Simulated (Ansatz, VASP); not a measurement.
**Two plane-wave programs on PbS**

INCAR

```
SYSTEM = PbS
PREC = Accurate
ENCUT = 500
EDIFF = 1E-6
ISMEAR = 0
SIGMA = 0.01
LREAL = .FALSE.
LASPH = .TRUE.
NELM = 120
ALGO = Normal
ISIF = 2
LWAVE = .FALSE.
LCHARG = .FALSE.
NBANDS = 17
GGA_COMPAT = .FALSE.
```

The input KPOINTS:

```
Automatic mesh
0
G
  6 6 6
  0 0 0
```

The input POSCAR:

```
PbS
1.0
    0.0000000000      2.9756030624      2.9756030624
    2.9756030624      0.0000000000      2.9756030624
    2.9756030624      2.9756030624      0.0000000000
Pb S
1 1
Direct
    0.0000000000      0.0000000000      0.0000000000
    0.5000000000      0.5000000000      0.5000000000
```

Input for Ansatz:

```yaml
crystal:
  lattice:
    - [0.0, 2.975603062414951, 2.975603062414951]
    - [2.975603062414951, 0.0, 2.975603062414951]
    - [2.975603062414951, 2.975603062414951, 0.0]
  atoms:
    - { symbol: Pb, position: [0.0, 0.0, 0.0] }
    - { symbol: S, position: [0.5, 0.5, 0.5] }
basis:
  ecutwfc: 517.016338673772
kpoints:
  mp_grid:
    grid: [6, 6, 6]
hamiltonian:
  xc: lda
scf:
  occupations:
    method: fixed
output:
  stress: true
```

Alike in both runs: task single point; functional LDA; k mesh 6 × 6 × 6; no spin polarisation.

|  | VASP | Ansatz |
| --- | --- | --- |
| version | VASP 6.6.1 | Ansatz 0.2.0 |
| potentials or method | VASP PAW LDA potentials, release 64 (Pb_d, S), cutoff 500 eV | plane waves, PAW |
| occupations | gaussian, width 0.01 eV | fixed |
| valence electrons in the cell | 20 | 20 |

```tsv
	VASP	Ansatz	Ansatz less VASP
pressure (GPa)	-3.1	-3.1	-0.04
```

LDA's correlation is that of Perdew and Zunger in VASP and of Perdew and Wang (1992) in Ansatz.

Spin-orbit coupling is off throughout.
